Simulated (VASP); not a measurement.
Here is a VASP 6.6.1 calculation.

File POSCAR:

```
BeSe
1.0
    0.0000000000      2.5814836976      2.5814836976
    2.5814836976      0.0000000000      2.5814836976
    2.5814836976      2.5814836976      0.0000000000
Be Se
1 1
Direct
    0.0000000000      0.0000000000      0.0000000000
    0.2500000000      0.2500000000      0.2500000000
```

The input INCAR.step1:

```
  PREC = Accurate
  ENCUT = 660
  ISMEAR = 0
  SIGMA = 0.02
  LREAL = False
  LASPH = True
  NELM = 120
  NBANDS = 11
  GGA = PE
  ALGO = Normal
  EDIFF = 1E-5
  LWAVE = True
  LCHARG = False
  GGA_COMPAT = False
```

The input INCAR.step2:

```
  PREC = Accurate
  ENCUT = 660
  EDIFF = 1E-6
  ISMEAR = 0
  SIGMA = 0.02
  LREAL = False
  LASPH = True
  NELM = 120
  ALGO = Normal
  ISIF = 2
  LWAVE = False
  LCHARG = True
  METAGGA = R2SCAN
  LMIXTAU = True
  LELF = True
  LVHAR = True
  NBANDS = 11
  ISTART = 1
  GGA_COMPAT = False
```

Contents of KPOINTS:

```
Automatic mesh
0
Gamma
  8 8 8
```

Potentials or basis: VASP PAW PBE potentials, release 64 (Be, Se).

The run is started by

```console
$ cat potpaw_PBE.64/Be/POTCAR potpaw_PBE.64/Se/POTCAR > POTCAR
$ cp INCAR.step1 INCAR
$ mpirun -np 1 vasp_std > vasp.out
$ cp INCAR.step2 INCAR
$ mpirun -np 1 vasp_std > vasp.out
```

(1) What does it give for the pressure?

(2) What does it give for the band gap on the k mesh?

Results:

(1) 0.3 GPa.

(2) 3.13 eV, indirect (least direct gap 5.04 eV).

Caveat: the PAW data sets were made with another functional, which shifts forces and pressure a little.
